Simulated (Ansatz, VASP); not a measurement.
**One calculation of Hf, two programs**

The input INCAR:

```
  PREC = Accurate
  ENCUT = 500
  EDIFF = 1E-6
  ISMEAR = 0
  SIGMA = 0.15
  LREAL = F
  LASPH = T
  NELM = 120
  ALGO = Normal
  ISIF = 2
  LWAVE = F
  LCHARG = T
  GGA = PS
  LELF = T
  LVHAR = T
  NBANDS = 11
  GGA_COMPAT = F
```

Contents of KPOINTS:

```
Automatic mesh
0
Gamma
  20 20 20
```

POSCAR

```
Hf
1.0
    0.8680474153      2.7281490196      2.7281490196
    2.7281490196      0.8680474153      2.7281490196
    2.7281490196      2.7281490196      0.8680474153
Hf
1
Direct
    0.0000000000      0.0000000000      0.0000000000
```

Input for Ansatz:

```yaml
crystal:
  lattice:
    - [0.8680474153, 2.7281490196, 2.7281490196]
    - [2.7281490196, 0.8680474153, 2.7281490196]
    - [2.7281490196, 2.7281490196, 0.8680474153]
  atoms:
    - { symbol: Hf, position: [0.0, 0.0, 0.0] }
basis:
  ecutwfc: 420
kpoints:
  mp_grid: { grid: [20, 20, 20] }
hamiltonian:
  xc: pbesol
scf:
  occupations: { method: gaussian, width: 0.15 }
output:
  forces: true
  stress: true
  eigenvalues: true
```

Alike in both runs: task single point; functional PBEsol; k mesh 20 × 20 × 20; occupations gaussian, width 0.15 eV; no spin polarisation.

|  | VASP | Ansatz |
| --- | --- | --- |
| version | VASP 6.6.1 | Ansatz 0.2.0 |
| potentials or method | VASP PAW PBE potentials, release 64 (Hf_pv), cutoff 500 eV | scalar-relativistic, plane waves, PAW |
| valence electrons in the cell | 10 | 26 |

|  | VASP | Ansatz | Ansatz less VASP |
| --- | --- | --- | --- |
| gap on the k mesh at the Fermi level (eV) | none | none | - |
| pressure (GPa) | 18.4 | 18.8 | +0.44 |
| traceless stress, the component that is largest in VASP (GPa) | -22.11 | -22.30 | -0.186 |

VASP's potentials were made for PBE, not for PBEsol. A gap of «none» marks a metal or a gap that the smearing closes. The functional is the same, so the differences come from potentials, cutoffs and numerics. VASP's potentials hold 10 valence electrons a cell and Ansatz's 26, so a difference there can come from the potentials and not from the codes.

Neither program's run includes spin-orbit coupling.
